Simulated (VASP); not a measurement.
Wanted: the native input for a VASP 6.6.1 run.

- Task: single point
- Functional: PBEsol
- Potentials or basis: VASP PAW PBE potentials, release 64 (Si, W_sv)
- Cutoff: 520 eV
- k mesh: 10 × 10 × 3
- Occupations: gaussian, width 0.15 eV
- Spin: no spin polarisation
- Dipole correction: no
- Further INCAR settings: LREAL = Auto; ALGO = Normal; EDIFF = 1e-06; NBANDS = 81

The structure of Si2W lies in POSCAR:

```
Si2W
1.0
   -4.5760866017      0.0000000000      0.0000000000
   -2.2880433008     -3.9630072470      0.0000000000
    0.0000000000      0.0000000000     13.2066149396
Si W
12 6
Direct
    0.8361793875      0.3276412251      0.2500000000
    0.8361793875      0.3276412251      0.7500000000
    0.6723587749      0.1638206125      0.4166666667
    0.6723587749      0.1638206125      0.9166666667
    0.1638206125      0.1638206125      0.0833333333
    0.1638206125      0.1638206125      0.5833333333
    0.1638206125      0.6723587749      0.2500000000
    0.1638206125      0.6723587749      0.7500000000
    0.3276412251      0.8361793875      0.4166666667
    0.3276412251      0.8361793875      0.9166666667
    0.8361793875      0.8361793875      0.0833333333
    0.8361793875      0.8361793875      0.5833333333
    0.5000000000      0.5000000000      0.0833333333
    0.5000000000      0.5000000000      0.5833333333
    1.0000000000      0.5000000000      0.4166666667
    1.0000000000      0.5000000000      0.9166666667
    0.5000000000      0.0000000000      0.2500000000
    0.5000000000      0.0000000000      0.7500000000
```

One way to write it, as run:

INCAR

```
ALGO = Normal ; EDIFF = 1E-6
ENCUT = 520 ; GGA = PS
ISIF = 2 ; ISMEAR = 0
LASPH = T ; LCHARG = T
LELF = T ; LREAL = Auto
LVHAR = T ; LWAVE = F
NBANDS = 81 ; NELM = 80
PREC = Accurate ; SIGMA = 0.15
```

KPOINTS

```
k-points
0
Gamma
  10 10 3
```

Potentials or basis: VASP PAW PBE potentials, release 64 (Si, W_sv).

The run is started by

```sh
$ cat potpaw_PBE.64/Si/POTCAR potpaw_PBE.64/W_sv/POTCAR > POTCAR
$ mpirun -np 1 vasp_std > vasp.out
```

Results of the run:

```
Pressure      : 0.3 GPa
Largest force : 0.005 eV/Å
```

Caveat: the PAW data sets were made with another functional, which shifts forces and pressure a little.

It took 14 min on 1 thread of Intel(R) Xeon(R) Platinum 8259CL CPU @ 2.50GHz (Skylake/Cascade Lake) (shared host), peak memory 0.54 GiB.
